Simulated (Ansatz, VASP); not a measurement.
## Two plane-wave programs on Pd

```xyz
8
Lattice="2.7792 0.0000 0.0000 -1.3896 2.4069 0.0000 0.0000 0.0000 18.3611" Properties=species:S:1:pos:R:3 pbc="T T T"
Pd    0.0000    0.0000   -0.0161
Pd    0.0000    1.6046    2.2803
Pd    0.0000    0.0000    4.5903
Pd    0.0000    1.6046    6.9002
Pd    0.0000    0.0000    9.1966
Pd    1.3896    0.8023   11.4760
Pd    0.0000    1.6046   13.7708
Pd    1.3896    0.8023   16.0657
```

Alike in both runs: functional PBE; k mesh 18 × 18 × 3; occupations gaussian, width 0.1 eV; no spin polarisation.

Ansatz relaxed the structure, and its values are those at the end. VASP's run is a single point on that final structure, the one shown.

|  | VASP | Ansatz |
| --- | --- | --- |
| version | VASP 6.6.1 | Ansatz 0.2.0 |
| potentials or method | VASP PAW PBE potentials, release 64 (Pd), cutoff 520 eV | scalar-relativistic, plane waves, PAW |
| valence electrons in the cell | 80 | 144 |

```csv
,VASP,Ansatz,Ansatz less VASP
gap on the k mesh at the Fermi level (eV),none,none,-
pressure (GPa),-0.3,0.0,+0.27
```

A gap of «none» marks a metal or a gap that the smearing closes. The functional is the same, so the differences come from potentials, cutoffs and numerics. VASP's potentials hold 80 valence electrons a cell and Ansatz's 144, so a difference there can come from the potentials and not from the codes.
